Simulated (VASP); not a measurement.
# Ru (Fd-3m) in VASP: single point with PBE

Aim: the single point of Ru with PBE.

Everything below comes from runs of VASP 6.6.1. Logs are shortened: lines on timing, memory, paths and dates and some standing lists are left out, and cuts for length are marked.

## (1) The cell of the first run

The structure is cubic, space group Fd-3m (No. 227). The conventional cell has a = 5.383 Å, b = 5.383 Å, c = 5.383 Å, α = 90.00°, β = 90.00°, γ = 90.00°. Within 3.1 Å of Ru (site symmetry -43m) lie 4 Ru at 2.33 Å.

This isn't the form of Ru at room conditions, which is hcp.

## (2) Single point, PBE

The input, INCAR:

```
SYSTEM = Ru
  PREC = Accurate
  ENCUT = 520
  EDIFF = 1E-7
  ISMEAR = -1
  SIGMA = 0.06122561905347299
  LREAL = .FALSE.
  LASPH = .TRUE.
  NELM = 60
  ALGO = Normal
  ISIF = 2
  LWAVE = .FALSE.
  LCHARG = .TRUE.
  GGA = PE
  LELF = .TRUE.
  LVHAR = .TRUE.
  NBANDS = 21
```

The input, KPOINTS:

```
regular mesh
0
G
  34 34 34
  0 0 0
```

The input, POSCAR:

```
Ru
1.0
    0.0000000000      2.6913655583      2.6913655583
    2.6913655583      0.0000000000      2.6913655583
    2.6913655583      2.6913655583      0.0000000000
Ru
2
Direct
    0.0000000000      0.0000000000      0.0000000000
    0.2500000000      0.2500000000      0.2500000000
```

Potentials or basis: VASP PAW PBE potentials, release 64 (Ru_pv).

On the command line:

```sh
$ cat potpaw_PBE.64/Ru_pv/POTCAR > POTCAR
$ mpirun -np 1 vasp_std > vasp.out
```

OUTCAR:

```text
SYSTEM = Ru
   PREC = Accurate
   ENCUT = 520
   EDIFF = 1E-7
   ISMEAR = -1
   LREAL = .FALSE.
   LASPH = .TRUE.
   NELM = 60
   ISIF = 2
   GGA = PE

 ion  position               nearest neighbor table
   1  0.000  0.000  0.000-   2 2.33   2 2.33   2 2.33   2 2.33
   2  0.250  0.250  0.250-   1 2.33   1 2.33   1 2.33   1 2.33

  LATTYP: Found a face centered cubic cell.
 ALAT       =     5.3827311166

  Lattice vectors:

 A1 = (   0.0000000000,   2.6913655583,   2.6913655583)
 A2 = (   2.6913655583,   0.0000000000,   2.6913655583)
 A3 = (   2.6913655583,   2.6913655583,   0.0000000000)

Analysis of symmetry for initial positions (statically):
=====================================================================
 Subroutine PRICEL returns:
 Original cell was already a primitive cell.

 Routine SETGRP: Setting up the symmetry group for a
 face centered cubic supercell.

 Subroutine GETGRP returns: Found 48 space group operations
 (whereof 24 operations were pure point group operations)
 out of a pool of 48 trial point group operations.

The static configuration has the point symmetry T_d .
 The point group associated with its full space group is O_h .

Analysis of symmetry for dynamics (positions and initial velocities):
=====================================================================
 Subroutine PRICEL returns:
 Original cell was already a primitive cell.

 Routine SETGRP: Setting up the symmetry group for a
 face centered cubic supercell.

 Subroutine GETGRP returns: Found 48 space group operations
 (whereof 24 operations were pure point group operations)
 out of a pool of 48 trial point group operations.

The dynamic configuration has the point symmetry T_d .
 The point group associated with its full space group is O_h .

 Subroutine INISYM returns: Found 48 space group operations
 (whereof 24 operations are pure point group operations),
 and found     1 'primitive' translations

----------------------------------------------------------------------------------------

                                     Primitive cell

  volume of cell :      38.9895

  direct lattice vectors                    reciprocal lattice vectors
     0.000000000  2.691365558  2.691365558    -0.185779296  0.185779296  0.185779296
     2.691365558  0.000000000  2.691365558     0.185779296 -0.185779296  0.185779296
[... 74 lines left out ...]
   NGXF,Y,Z  is equivalent  to a cutoff of  24.46, 24.46, 24.46 a.u.
 SYSTEM =  Ru
   PREC   = accura    normal or accurate (medium, high low for compatibility)
   ISTART =      0    job   : 0-new  1-cont  2-samecut
   ICHARG =      2    charge: 1-file 2-atom 10-const
   ISPIN  =      1    spin polarized calculation?
   LNONCOLLINEAR =      F non collinear calculations
   LSORBIT =      F    spin-orbit coupling
   LASPH  =      T    aspherical Exc in radial PAW
   ENCUT  =  520.0 eV  38.22 Ry    6.18 a.u.   7.08  7.08  7.08*2*pi/ulx,y,z
   NELM   =     60;   NELMIN=  2; NELMDL= -5     # of ELM steps
   EDIFF  = 0.1E-06   stopping-criterion for ELM
   LREAL  =      F    real-space projection
   EDIFFG = 0.1E-05   stopping-criterion for IOM
   NSW    =      0    number of steps for IOM
   IBRION =     -1    ionic relax: 0-MD 1-quasi-New 2-CG
   NFREE  =      0    steps in history (QN), initial steepest desc. (CG)
   ISIF   =      2    stress and relaxation
   ISYM   =      2    0-nonsym 1-usesym 2-fastsym
   POTIM  = 0.5000    time-step for ionic-motion
   TEBEG  =    0.0;   TEEND  =   0.0 temperature during run
   PSTRESS=    0.0 pullay stress
   NELECT =      28.0000    total number of electrons
   NUPDOWN=      -1.0000    fix difference up-down
   EMIN   =  10.00;   EMAX   =-10.00  energy-range for DOS
   EFERMI =   0.00;   METHOD = LEGACY
   ISMEAR =    -1;   SIGMA  =   0.06  broadening in eV -4-tet -1-fermi 0-gaus
   EFERMI_NEDOS =   21; number of points for ismear=-14 and -15
   IALGO  =     38    algorithm
   IMIX   =      4    mixing-type and parameters
     AMIX     =   0.40;   BMIX     =  1.00
     AMIX_MAG =   1.60;   BMIX_MAG =  1.00
  volume/ion in A,a.u.               =      19.49       131.56
  Fermi-wavevector in a.u.,A,eV,Ry     =   1.466037  2.770408 29.242504  2.149263
  Thomas-Fermi vector in A             =   2.581822
   LORBIT       =      0    0 simple, 1 ext, 2 COOP (PROOUT), +10 PAW based schemes
   GGA     = PE    functional components
   LHFCALC =     F    Hartree Fock is set to
   AEXX    =    0.0000 exact exchange contribution
   IVDW    =     0    specifies the selected vdW correction
   LEPSILON=     F    determine dielectric tensor
   LRPA    =     F    only Hartree local field effects (RPA)
 non-spin polarized calculation
  energy-cutoff  :      520.00
  volume of cell :       38.99
 maximum number of plane-waves:      1067
   NGX = 15   NGY = 15   NGZ = 15

 number of electron      27.9999989 magnetization

 Free energy of the ion-electron system (eV)
  ---------------------------------------------------
  ext. energy  EPLUGINS =         0.00000000
  ---------------------------------------------------
  free energy    TOTEN  =       -16.06519026 eV

  energy without entropy =      -16.04321675  energy(sigma->0) =      -16.05420351

 E-fermi :   7.5291     XC(G=0): -11.5510

 val. band max:        7.5289921869   @ k =   0.4706   0.2059   0.0588
 cond. band min:       7.5300084040   @ k =   0.3235   0.1176   0.0294
 fundamental gap:      0.0010162171
 Fermi energy:         7.5291404236

 k-point     1 :       0.0000    0.0000    0.0000
  band No.  band energies     occupation
      1     -35.7104      2.00000
      2     -35.7104      2.00000
      3     -35.7104      2.00000
      4     -34.7364      2.00000
      5     -34.7364      2.00000
      6     -34.7364      2.00000
[... 565 lines left out ...]
     20      18.4164      0.00000
     21      19.2496      0.00000

 [... further k-points ...]
[... 5 lines left out ...]
  --------------------------------------------------------------------------------------
  -------------------------------------------------------------------------------------
  Total        1.8214037      1.8214037      1.8214037      0.0000000      0.0000000     -0.0000000
  in kB       74.8460245     74.8460245     74.8460245      0.0000000      0.0000000     -0.0000000
  external PRESSURE =      74.8460245 kB  Pullay stress =       0.0000000 kB

 VOLUME and BASIS-vectors are now :
 -----------------------------------------------------------------------------
  energy-cutoff  :      520.00
  volume of cell :       38.99
      direct lattice vectors                 reciprocal lattice vectors
     0.000000000  2.691365558  2.691365558    -0.185779296  0.185779296  0.185779296
     2.691365558  0.000000000  2.691365558     0.185779296 -0.185779296  0.185779296
     2.691365558  2.691365558  0.000000000     0.185779296  0.185779296 -0.185779296

 POSITION                                       TOTAL-FORCE (eV/Angst)
 -----------------------------------------------------------------------------------
      0.00000      0.00000      0.00000        -0.000000      0.000000     -0.000000
      1.34568      1.34568      1.34568         0.000000     -0.000000      0.000000
 -----------------------------------------------------------------------------------
    total drift:                                0.000000      0.000000      0.000000

  FREE ENERGIE OF THE ION-ELECTRON SYSTEM (eV)
  ---------------------------------------------------
  free  energy   TOTEN  =       -16.0651902634 eV

  energy  without entropy=      -16.0432167544  energy(sigma->0) =      -16.05420351
```

Run time: 9.6 min. Hardware: 1 thread of Intel Xeon 8259CL, shared host; peak memory 0.71 GiB.

Results:

| Item | Value |
| --- | --- |
| Free energy | -16.0652 eV |
| Pressure | 7.5 GPa |
| Band gap on the k mesh | zero (bands 14 and 15 overlap by 1.02 eV) |

Caveat: the cell stands under pressure.
